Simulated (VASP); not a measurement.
# SrTiO3 (Pm-3m) in VASP: further runs

SrTiO3 is run at these levels: LDA; tasks: single point.

All numbers are computed with VASP 6.6.1; they aren't measurements. Logs are shortened: lines on timing, memory, paths and dates and some standing lists are left out, and cuts for length are marked.

**1. The cell of the first run**

Symmetry: Pm-3m, No. 221, cubic system. Conventional cell: a = 3.797 Å, b = 3.797 Å, c = 3.797 Å, α = 90.00°, β = 90.00°, γ = 90.00°. Within 3.5 Å of Sr (site symmetry m-3m) lie 12 O at 2.68 Å and 8 Ti at 3.29 Å. Within 2.5 Å of Ti (site symmetry m-3m) lie 6 O at 1.90 Å. O (site symmetry 4/mmm) has 2 Ti at 1.90 Å within 2.5 Å.

**2. Single point, LDA**

Input file INCAR:

```
SYSTEM = SrTiO3
ALGO = Normal ; EDIFF = 1E-6
ENCUT = 520 ; ISIF = 2
ISMEAR = 0 ; LASPH = .True.
LCHARG = .False. ; LREAL = .False.
LWAVE = .False. ; NBANDS = 28
NELM = 100 ; PREC = Accurate
SIGMA = 0.01
```

Input file KPOINTS:

```
k-points
0
Gamma
  6 6 6
  0 0 0
```

Input file POSCAR:

```
SrTiO3
1.0
    3.7969539023      0.0000000000      0.0000000000
    0.0000000000      3.7969539023      0.0000000000
    0.0000000000      0.0000000000      3.7969539023
Sr Ti O
1 1 3
Direct
    0.5000000000      0.5000000000      0.5000000000
    0.0000000000      0.0000000000      0.0000000000
    0.5000000000      0.0000000000      0.0000000000
    0.0000000000      0.5000000000      0.0000000000
    0.0000000000      0.0000000000      0.5000000000
```

Potentials or basis: VASP PAW LDA potentials, release 64 (Sr_sv, Ti_sv, O).

Launch:

```
> cat potpaw_LDA.64/Sr_sv/POTCAR potpaw_LDA.64/Ti_sv/POTCAR potpaw_LDA.64/O/POTCAR > POTCAR
> mpirun -np 1 vasp_std > vasp.out
```

OUTCAR:

```text
SYSTEM = SrTiO3
   EDIFF = 1E-6
   ENCUT = 520
   ISIF = 2
   ISMEAR = 0
   LASPH = .True.
   LREAL = .False.
   NELM = 100
   PREC = Accurate

 ion  position               nearest neighbor table
   1  0.500  0.500  0.500-   3 2.68   4 2.68   5 2.68   3 2.68   4 2.68   3 2.68   5 2.68   3 2.68
                             4 2.68   5 2.68   4 2.68   5 2.68   2 3.29   2 3.29   2 3.29   2 3.29
   2  0.000  0.000  0.000-   3 1.90   4 1.90   5 1.90   5 1.90   4 1.90   3 1.90   1 3.29   1 3.29
                             1 3.29   1 3.29   1 3.29   1 3.29   1 3.29   1 3.29
   3  0.500  0.000  0.000-   2 1.90   2 1.90   1 2.68   1 2.68   1 2.68   1 2.68
   4  0.000  0.500  0.000-   2 1.90   2 1.90   1 2.68   1 2.68   1 2.68   1 2.68
   5  0.000  0.000  0.500-   2 1.90   2 1.90   1 2.68   1 2.68   1 2.68   1 2.68

  LATTYP: Found a simple cubic cell.
 ALAT       =     3.7969539023

  Lattice vectors:

 A1 = (   3.7969539023,   0.0000000000,   0.0000000000)
 A2 = (   0.0000000000,   3.7969539023,   0.0000000000)
 A3 = (   0.0000000000,   0.0000000000,   3.7969539023)

Analysis of symmetry for initial positions (statically):
=====================================================================
 Subroutine PRICEL returns:
 Original cell was already a primitive cell.

 Routine SETGRP: Setting up the symmetry group for a
 simple cubic supercell.

 Subroutine GETGRP returns: Found 48 space group operations
 (whereof 48 operations were pure point group operations)
 out of a pool of 48 trial point group operations.

The static configuration has the point symmetry O_h .

Analysis of symmetry for dynamics (positions and initial velocities):
=====================================================================
 Subroutine PRICEL returns:
 Original cell was already a primitive cell.

 Routine SETGRP: Setting up the symmetry group for a
 simple cubic supercell.

 Subroutine GETGRP returns: Found 48 space group operations
 (whereof 48 operations were pure point group operations)
 out of a pool of 48 trial point group operations.

The dynamic configuration has the point symmetry O_h .

 Subroutine INISYM returns: Found 48 space group operations
 (whereof 48 operations are pure point group operations),
 and found     1 'primitive' translations

----------------------------------------------------------------------------------------

                                     Primitive cell

  volume of cell :      54.7401

  direct lattice vectors                    reciprocal lattice vectors
     3.796953902  0.000000000  0.000000000     0.263369013  0.000000000  0.000000000
     0.000000000  3.796953902  0.000000000     0.000000000  0.263369013  0.000000000
     0.000000000  0.000000000  3.796953902     0.000000000  0.000000000  0.263369013

  length of vectors
     3.796953902  3.796953902  3.796953902     0.263369013  0.263369013  0.263369013

  position of ions in fractional coordinates (direct lattice)
     0.500000000  0.500000000  0.500000000
     0.000000000  0.000000000  0.000000000
     0.500000000  0.000000000  0.000000000
     0.000000000  0.500000000  0.000000000
     0.000000000  0.000000000  0.500000000

  ion indices of the primitive-cell ions
   primitive index   ion index
                 1           1
                 2           2
                 3           3
                 4           4
                 5           5

----------------------------------------------------------------------------------------

 KPOINTS: k-points

Automatic generation of k-mesh.
 Grid dimensions read from file:
 generate k-points for:    6    6    6

 Generating k-lattice:

  Cartesian coordinates                     Fractional coordinates (reciprocal lattice)
     0.043894835  0.000000000  0.000000000     0.166666667  0.000000000  0.000000000
     0.000000000  0.043894835  0.000000000     0.000000000  0.166666667  0.000000000
     0.000000000  0.000000000  0.043894835     0.000000000  0.000000000  0.166666667

  Length of vectors
     0.043894835  0.043894835  0.043894835

  Shift w.r.t. Gamma in fractional coordinates (k-lattice)
     0.000000000  0.000000000  0.000000000

 Subroutine IBZKPT returns following result:
 ===========================================

 Found     20 irreducible k-points:

 Following reciprocal coordinates:
            Coordinates               Weight
  0.000000  0.000000  0.000000      1.000000
  0.166667  0.000000  0.000000      6.000000
  0.333333  0.000000  0.000000      6.000000
  0.500000  0.000000  0.000000      3.000000
  0.166667  0.166667  0.000000     12.000000
  0.333333  0.166667  0.000000     24.000000
[... 12 lines left out ...]
  0.500000  0.500000  0.333333      6.000000
  0.500000  0.500000  0.500000      1.000000
   k-points           NKPTS =     20   k-points in BZ     NKDIM =     20   number of bands    NBANDS=     28
   number of dos      NEDOS =    301   number of ions     NIONS =      5
   total plane-waves  NPLWV =  21952
   dimension x,y,z NGX =    28 NGY =   28 NGZ =   28
   dimension x,y,z NGXF=    56 NGYF=   56 NGZF=   56
   ions per type =               1   1   3
   NGX,Y,Z   is equivalent  to a cutoff of  12.26, 12.26, 12.26 a.u.
   NGXF,Y,Z  is equivalent  to a cutoff of  24.52, 24.52, 24.52 a.u.
 SYSTEM =  SrTiO3
   PREC   = accura    normal or accurate (medium, high low for compatibility)
   ISTART =      0    job   : 0-new  1-cont  2-samecut
   ICHARG =      2    charge: 1-file 2-atom 10-const
   ISPIN  =      1    spin polarized calculation?
   LNONCOLLINEAR =      F non collinear calculations
   LSORBIT =      F    spin-orbit coupling
   LASPH  =      T    aspherical Exc in radial PAW
   ENCUT  =  520.0 eV  38.22 Ry    6.18 a.u.   7.06  7.06  7.06*2*pi/ulx,y,z
   NELM   =    100;   NELMIN=  2; NELMDL= -5     # of ELM steps
   EDIFF  = 0.1E-05   stopping-criterion for ELM
   LREAL  =      F    real-space projection
   EDIFFG = 0.1E-04   stopping-criterion for IOM
   NSW    =      0    number of steps for IOM
   IBRION =     -1    ionic relax: 0-MD 1-quasi-New 2-CG
   NFREE  =      0    steps in history (QN), initial steepest desc. (CG)
   ISIF   =      2    stress and relaxation
   ISYM   =      2    0-nonsym 1-usesym 2-fastsym
   POTIM  = 0.5000    time-step for ionic-motion
   TEBEG  =    0.0;   TEEND  =   0.0 temperature during run
   PSTRESS=    0.0 pullay stress
   NELECT =      40.0000    total number of electrons
   NUPDOWN=      -1.0000    fix difference up-down
   EMIN   =  10.00;   EMAX   =-10.00  energy-range for DOS
   EFERMI =   0.00;   METHOD = LEGACY
   ISMEAR =     0;   SIGMA  =   0.01  broadening in eV -4-tet -1-fermi 0-gaus
   EFERMI_NEDOS =   21; number of points for ismear=-14 and -15
   IALGO  =     38    algorithm
   IMIX   =      4    mixing-type and parameters
     AMIX     =   0.40;   BMIX     =  1.00
     AMIX_MAG =   1.60;   BMIX_MAG =  1.00
  volume/ion in A,a.u.               =      10.95        73.88
  Fermi-wavevector in a.u.,A,eV,Ry     =   1.474550  2.786495 29.583116  2.174298
  Thomas-Fermi vector in A             =   2.589308
   LORBIT       =      0    0 simple, 1 ext, 2 COOP (PROOUT), +10 PAW based schemes
   GGA     = CA    functional components
   LHFCALC =     F    Hartree Fock is set to
   AEXX    =    0.0000 exact exchange contribution
   IVDW    =     0    specifies the selected vdW correction
   LEPSILON=     F    determine dielectric tensor
   LRPA    =     F    only Hartree local field effects (RPA)
 non-spin polarized calculation
 Gauss-broadening in eV      SIGMA  =   0.01
  energy-cutoff  :      520.00
  volume of cell :       54.74
 maximum number of plane-waves:      1492
   NGX = 15   NGY = 15   NGZ = 15

 number of electron      39.9999983 magnetization

 Free energy of the ion-electron system (eV)
  ---------------------------------------------------
  ext. energy  EPLUGINS =         0.00000000
  ---------------------------------------------------
  free energy    TOTEN  =       -44.07785405 eV

  energy without entropy =      -44.07785405  energy(sigma->0) =      -44.07785405

 E-fermi :   4.8040     XC(G=0): -12.2381

 val. band max:        4.6078337141   @ k =   0.5000   0.5000   0.5000
 cond. band min:       6.4927655169   @ k =   0.0000   0.0000   0.0000
 fundamental gap:      1.8849318028
 Fermi energy:         4.8040058342

 k-point     1 :       0.0000    0.0000    0.0000
  band No.  band energies     occupation
      1     -50.7774      2.00000
      2     -27.6537      2.00000
      3     -27.4946      2.00000
      4     -27.4946      2.00000
      5     -27.4946      2.00000
      6     -12.8322      2.00000
[... 20 lines left out ...]
     27       9.9791      0.00000
     28      11.3880      0.00000

 k-point     2 :       0.1667    0.0000    0.0000
  band No.  band energies     occupation
      1     -50.7768      2.00000
      2     -27.6885      2.00000
      3     -27.4933      2.00000
      4     -27.4933      2.00000
      5     -27.4772      2.00000
      6     -12.8748      2.00000
[... 20 lines left out ...]
     27      10.5928      0.00000
     28      12.0628      0.00000

 k-point     3 :       0.3333    0.0000    0.0000
  band No.  band energies     occupation
      1     -50.7754      2.00000
      2     -27.7505      2.00000
      3     -27.4908      2.00000
      4     -27.4908      2.00000
      5     -27.4493      2.00000
      6     -13.0705      2.00000
[... 20 lines left out ...]
     27      11.7386      0.00000
     28      12.9236      0.00000

 k-point     4 :       0.5000    0.0000    0.0000
  band No.  band energies     occupation
      1     -50.7748      2.00000
      2     -27.7795      2.00000
      3     -27.4896      2.00000
      4     -27.4896      2.00000
      5     -27.4369      2.00000
      6     -13.1862      2.00000
[... 454 lines left out ...]
     27      13.1044      0.00000
     28      13.6714      0.00000

 k-point    19 :       0.5000    0.5000    0.3333
  band No.  band energies     occupation
      1     -50.7702      2.00000
      2     -27.5953      2.00000
      3     -27.5953      2.00000
      4     -27.5668      2.00000
      5     -27.5626      2.00000
      6     -11.4528      2.00000
[... 20 lines left out ...]
     27      13.3517      0.00000
     28      14.0138      0.00000

 k-point    20 :       0.5000    0.5000    0.5000
  band No.  band energies     occupation
      1     -50.7695      2.00000
      2     -27.5936      2.00000
      3     -27.5936      2.00000
      4     -27.5936      2.00000
      5     -27.5552      2.00000
      6     -11.1980      2.00000
[... 20 lines left out ...]
     27      14.0140      0.00000
     28      14.0140      0.00000

------------------------ aborting loop because EDIFF is reached ----------------------------------------

  FORCE on cell =-STRESS in cart. coord.  units (eV):
  Direction    XX          YY          ZZ          XY          YZ          ZX
  --------------------------------------------------------------------------------------
  -------------------------------------------------------------------------------------
  Total        3.8578529      3.8578529      3.8578529     -0.0000000     -0.0000000     -0.0000000
  in kB      112.9146434    112.9146434    112.9146434     -0.0000000     -0.0000000     -0.0000000
  external PRESSURE =     112.9146434 kB  Pullay stress =       0.0000000 kB

 VOLUME and BASIS-vectors are now :
 -----------------------------------------------------------------------------
  energy-cutoff  :      520.00
  volume of cell :       54.74
      direct lattice vectors                 reciprocal lattice vectors
     3.796953902  0.000000000  0.000000000     0.263369013  0.000000000  0.000000000
     0.000000000  3.796953902  0.000000000     0.000000000  0.263369013  0.000000000
     0.000000000  0.000000000  3.796953902     0.000000000  0.000000000  0.263369013

 POSITION                                       TOTAL-FORCE (eV/Angst)
 -----------------------------------------------------------------------------------
      1.89848      1.89848      1.89848         0.000000      0.000000      0.000000
      0.00000      0.00000      0.00000         0.000000      0.000000      0.000000
      1.89848      0.00000      0.00000         0.000000      0.000000      0.000000
      0.00000      1.89848      0.00000         0.000000      0.000000      0.000000
      0.00000      0.00000      1.89848         0.000000      0.000000      0.000000
 -----------------------------------------------------------------------------------
    total drift:                               -0.000000      0.000000     -0.000000

  FREE ENERGIE OF THE ION-ELECTRON SYSTEM (eV)
  ---------------------------------------------------
  free  energy   TOTEN  =       -44.0778540539 eV

  energy  without entropy=      -44.0778540539  energy(sigma->0) =      -44.07785405
```

Wall time 42 s (1 thread of Intel Xeon 8259CL, shared host); peak memory 0.16 GiB.

Results:

| Quantity | Value |
| --- | --- |
| Free energy | -44.0779 eV |
| Pressure | 11.3 GPa |
| Band gap on the k mesh | 1.89 eV, indirect (least direct gap 2.18 eV) |

Levels at points of the mesh, in eV from the valence-band top:
```tsv
k point	band 18	band 19	band 20	band 21	band 22	band 23
(0.00, 0.00, 0.00)	-0.29	-0.29	-0.29	1.88	1.88	1.88
(0.50, 0.00, 0.00)	-2.33	-0.71	-0.71	2.11	4.19	4.19
(0.50, 0.50, 0.00)	-1.66	-1.65	-0.11	4.20	4.20	4.67
(0.50, 0.50, 0.50)	0.00	0.00	0.00	4.98	4.98	4.98
```

A k mesh can miss the band edges. Expect the measured gap to be larger: semilocal functionals such as LDA lack the derivative discontinuity.

**3. Single point, LDA**

This run uses another cell than the first one, of 11.24 Å³/atom, 1.026 times its volume.

Input file INCAR:

```
SYSTEM = SrTiO3
PREC     = Accurate       ! precision mode
ENCUT    = 520            ! plane-wave cutoff, eV
EDIFF    = 1E-7           ! SCF threshold, eV
ISMEAR   = 0              ! smearing method
SIGMA    = 0.01           ! smearing width, eV
LREAL    = .False.        ! projectors in reciprocal space
LASPH    = .True.         ! aspherical terms in the spheres
NELM     = 100            ! most SCF steps
ALGO     = Normal         ! electronic algorithm
ISIF     = 2              ! what is computed and relaxed
LWAVE    = .False.        ! write WAVECAR
LCHARG   = .False.        ! write CHGCAR
NBANDS   = 28             ! bands
```

Input file KPOINTS:

```
Automatic mesh
0
Gamma
  6 6 6
  0 0 0
```

Edit POSCAR of step 2 so:

```diff
@@ -2,5 +2,5 @@
 1.0
-    3.7969539023      0.0000000000      0.0000000000
-    0.0000000000      3.7969539023      0.0000000000
-    0.0000000000      0.0000000000      3.7969539023
+    3.8298550291      0.0000000000      0.0000000000
+    0.0000000000      3.8298550291      0.0000000000
+    0.0000000000      0.0000000000      3.8298550291
 Sr Ti O
```

Potentials or basis: VASP PAW LDA potentials, release 64 (Sr_sv, Ti_sv, O).

Launch:

```
> cat potpaw_LDA.64/Sr_sv/POTCAR potpaw_LDA.64/Ti_sv/POTCAR potpaw_LDA.64/O/POTCAR > POTCAR
> mpirun -np 1 vasp_std > vasp.out
```

Run time: 46 s. Hardware: 1 thread of Intel Xeon 8259CL, shared host; peak memory 0.16 GiB.

It converged, with:

```yaml
Free_energy: -44.1530 eV
Pressure: 5.2 GPa
Band_gap_on_the_k_mesh: 1.84 eV, indirect (least direct gap 2.16 eV)
```

Levels at points of the mesh, in eV from the valence-band top:
```
           k point  band 16  band 17  band 18  band 19  band 20  band 21  band 22  band 23  band 24  band 25
(0.00, 0.00, 0.00)    -1.29    -1.29    -0.32    -0.32    -0.32     1.84     1.84     1.84     4.73     4.73
(0.50, 0.00, 0.00)    -2.55    -2.55    -2.24    -0.73    -0.73     2.05     4.05     4.05     4.79     7.17
(0.50, 0.50, 0.00)    -3.16    -1.68    -1.64    -1.64    -0.11     4.06     4.06     4.52     5.86     8.11
(0.50, 0.50, 0.50)    -3.94    -3.94     0.00     0.00     0.00     4.81     4.81     4.81     7.08     7.08
```

A k mesh can miss the band edges. LDA gaps usually lie below the measured ones, often by a third to a half.

**4. Single point, LDA**

This run uses another cell than the first one, of 11.24 Å³/atom, 1.026 times its volume.

Input file INCAR:

```
PREC = Accurate
ENCUT = 520
EDIFF = 1E-6
ISMEAR = 0
SIGMA = 0.01
LREAL = False
LASPH = True
NELM = 60
ALGO = Normal
ISIF = 2
LWAVE = False
LCHARG = False
NBANDS = 28
```

Input file KPOINTS:

```
regular mesh
0
Gamma
  6 6 6
```

POSCAR is that of step 3.

Launch:

```
> cat potpaw_LDA.64/Sr_sv/POTCAR potpaw_LDA.64/Ti_sv/POTCAR potpaw_LDA.64/O/POTCAR > POTCAR
> mpirun -np 1 vasp_std > vasp.out
```

It took 43 s on 1 thread of Intel Xeon 8259CL, shared host; peak memory 0.16 GiB.

The run converged. Its results:

| Item | Value |
| --- | --- |
| Free energy | -44.1530 eV |
| Pressure | 5.2 GPa |
| Band gap on the k mesh | 1.84 eV, indirect (least direct gap 2.16 eV) |

Levels at points of the mesh, in eV from the valence-band top:
```csv
k point,band 17,band 18,band 19,band 20,band 21,band 22,band 23,band 24
"(0.00, 0.00, 0.00)",-1.29,-0.32,-0.32,-0.32,1.84,1.84,1.84,4.73
"(0.50, 0.00, 0.00)",-2.55,-2.24,-0.72,-0.72,2.05,4.05,4.05,4.79
"(0.50, 0.50, 0.00)",-1.68,-1.64,-1.64,-0.11,4.06,4.06,4.52,5.86
"(0.50, 0.50, 0.50)",-3.94,0.00,0.00,0.00,4.81,4.81,4.81,7.08
```

A k mesh can miss the band edges. Expect the measured gap to be larger: semilocal functionals such as LDA lack the derivative discontinuity.

**5. Single point, LDA**

This run uses another cell than the first one, of 11.45 Å³/atom, 1.046 times its volume.

Input file INCAR:

```
PREC = Accurate ; ENCUT = 520
EDIFF = 1E-6 ; ISMEAR = 0
SIGMA = 0.01 ; LREAL = F
LASPH = T ; NELM = 80
ALGO = Normal ; ISIF = 2
LWAVE = F ; LCHARG = T
LELF = T ; LVHAR = T
NBANDS = 28
```

Input file KPOINTS:

```
Automatic mesh
0
Gamma
  6 6 6
```

Edit POSCAR of step 4 so:

```diff
@@ -2,5 +2,5 @@
 1.0
-    3.8298550291      0.0000000000      0.0000000000
-    0.0000000000      3.8298550291      0.0000000000
-    0.0000000000      0.0000000000      3.8298550291
+    3.8542043545      0.0000000000      0.0000000000
+    0.0000000000      3.8542043545      0.0000000000
+    0.0000000000      0.0000000000      3.8542043545
 Sr Ti O
```

Launch:

```
> cat potpaw_LDA.64/Sr_sv/POTCAR potpaw_LDA.64/Ti_sv/POTCAR potpaw_LDA.64/O/POTCAR > POTCAR
> mpirun -np 1 vasp_std > vasp.out
```

Run time: 55 s. Hardware: 1 thread of Intel Xeon 8259CL, shared host; peak memory 0.17 GiB.

Results (log left out):

```
Free energy            : -44.1754 eV
Pressure               : 1.1 GPa
Band gap on the k mesh : 1.81 eV, indirect (least direct gap 2.15 eV)
```

Levels at points of the mesh, in eV from the valence-band top:
| k point | band 17 | band 18 | band 19 | band 20 | band 21 | band 22 | band 23 | band 24 |
| --- | --- | --- | --- | --- | --- | --- | --- | --- |
| (0.00, 0.00, 0.00) | -1.26 | -0.33 | -0.33 | -0.33 | 1.81 | 1.81 | 1.81 | 4.60 |
| (0.50, 0.00, 0.00) | -2.50 | -2.17 | -0.73 | -0.73 | 2.01 | 3.94 | 3.94 | 4.65 |
| (0.50, 0.50, 0.00) | -1.70 | -1.62 | -1.62 | -0.10 | 3.95 | 3.95 | 4.41 | 5.68 |
| (0.50, 0.50, 0.50) | -3.89 | 0.00 | 0.00 | 0.00 | 4.68 | 4.68 | 4.68 | 7.00 |

**6. The runs side by side**

| cell | gap on the mesh (eV) | pressure (GPa) |
| --- | --- | --- |
| a = 3.797 Å, 5 atoms | 1.89 | 11.3 |
| a = 3.830 Å, 5 atoms | 1.84 | 5.2 |
| a = 3.854 Å, 5 atoms | 1.81 | 1.1 |

Alike in all rows: task single point; level LDA; potentials or basis VASP PAW LDA potentials, release 64 (Sr_sv, Ti_sv, O); no spin polarisation; k mesh 6 × 6 × 6; cutoff (eV) 520; smearing gaussian 0.01 eV.

Absolute energies hang on the potentials; compare differences alone.
